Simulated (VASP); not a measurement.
Set up this calculation in VASP 6.6.1, as the native input.

* Task: single point
* Functional: PBE
* Potentials or basis: VASP PAW PBE potentials, release 64 (I)
* Cutoff: 520 eV
* k mesh: 11 × 11 × 11
* Occupations: fermi-dirac, width 0.1 eV
* Spin: no spin polarisation
* Dipole correction: no
* Further INCAR settings: ALGO = Normal; EDIFF = 1e-06; NBANDS = 10

The structure of I lies in POSCAR:

```
I
1.0
    2.6187841314      0.0000000000      0.0000000000
    0.0000000000      2.6187841314      0.0000000000
    0.0000000000      0.0000000000      2.6187841314
I
1
Direct
    0.0000000000      0.0000000000      0.0000000000
```

These files were run (other wordings do the same):

INCAR

```
ALGO = Normal
EDIFF = 1E-6
ENCUT = 520
GGA = PE
ISIF = 2
ISMEAR = -1
LASPH = T
LCHARG = F
LREAL = F
LWAVE = F
NBANDS = 10
NELM = 60
PREC = Accurate
SIGMA = 0.1
```

KPOINTS

```
k-points
0
Gamma
  11 11 11
```

Potentials or basis: VASP PAW PBE potentials, release 64 (I).

Launch:

```sh
$ cat potpaw_PBE.64/I/POTCAR > POTCAR
$ mpirun -np 1 vasp_std > vasp.out
```

Results of the run:

| Quantity | Value |
| --- | --- |
| Pressure | 127.4 GPa |
| Band gap on the k mesh | zero (an odd number of electrons rules out a gap without spin polarisation) |

Caveat: the cell stands under pressure; spin-orbit coupling is left out, which moves the levels of the heavy elements; an odd number of electrons without spin polarisation forces a metal; a magnetic or distorted state may lie lower.

Run time: 10 s on 1 thread of Intel Xeon 8259CL (shared host), peak memory 0.13 GiB.
